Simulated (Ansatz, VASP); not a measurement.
## One calculation of MgIn2N2, two programs

Contents of INCAR:

```
  ALGO = Normal
  EDIFF = 1E-6
  ENCUT = 520
  GGA = PE
  ISIF = 2
  ISMEAR = -1
  LASPH = True
  LCHARG = False
  LREAL = False
  LWAVE = False
  NBANDS = 27
  NELM = 100
  PREC = Accurate
  SIGMA = 0.05
```

File KPOINTS:

```
k-points
0
Gamma
  9 9 9
```

The input POSCAR:

```
MgIn2N2
1.0
    1.6701479908      0.9642603921      7.7724938132
   -1.6701479908      0.9642603921      7.7724938132
    0.0000000000     -1.9285207842      7.7724938132
In Mg N
2 1 2
Direct
    0.5609933300      0.5609933300      0.5609933300
    0.4390066700      0.4390066700      0.4390066700
    0.0000000000      0.0000000000      0.0000000000
    0.7227233300      0.7227233300      0.7227233300
    0.2772766700      0.2772766700      0.2772766700
```

The input input.yaml:

```yaml
crystal:
  lattice:
    - [1.6701479908, 0.9642603921, 7.7724938132]
    - [-1.6701479908, 0.9642603921, 7.7724938132]
    - [0.0, -1.9285207842, 7.7724938132]
  atoms:
    - { symbol: In, position: [0.56099333, 0.56099333, 0.56099333] }
    - { symbol: In, position: [0.43900667, 0.43900667, 0.43900667] }
    - { symbol: Mg, position: [0.0, 0.0, 0.0] }
    - { symbol: "N", position: [0.72272333, 0.72272333, 0.72272333] }
    - { symbol: "N", position: [0.27727667, 0.27727667, 0.27727667] }
hamiltonian:
  xc: pbe
  pseudopotentials: { kind: paw }
kpoints:
  mp_grid: { grid: [9, 9, 9] }
scf:
  occupations: { method: fermi_dirac, width: 0.05 }
output:
  forces: true
  stress: true
  eigenvalues: true
  write_density: true
  write_potential: true
  elf: true
  volumetric_format: npy
```

Alike in both runs: task single point; functional PBE; k mesh 9 × 9 × 9; occupations fermi-dirac, width 0.05 eV; no spin polarisation.

|  | VASP | Ansatz |
| --- | --- | --- |
| version | VASP 6.6.1 | Ansatz 0.2.0 |
| potentials or method | VASP PAW PBE potentials, release 64 (In_d, Mg, N) | Ansatz PAW |
| plane-wave cutoff (eV) | 520 | 420 |
| valence electrons in the cell | 38 | 46 |

|  | VASP | Ansatz | Ansatz less VASP |
| --- | --- | --- | --- |
| gap on the k mesh at the Fermi level (eV) | 0.31 | 0.31 | +0.004 |
| least direct gap on the mesh (eV) | 0.60 | 0.60 | +0.002 |
| pressure (GPa) | -0.4 | -0.3 | +0.08 |
| rms of the force components (eV/Å) | 0.006 | 0.016 | +0.0097 |

Atom by atom the forces differ by 0.013 eV/Å (rms over components). VASP's potentials hold 38 valence electrons a cell and Ansatz's 46, so a difference there can come from the potentials and not from the codes.

Noted on Ansatz's run: odd divisions of the mesh miss points on the zone boundary, where band edges often lie, so the gap on the mesh can be too wide.
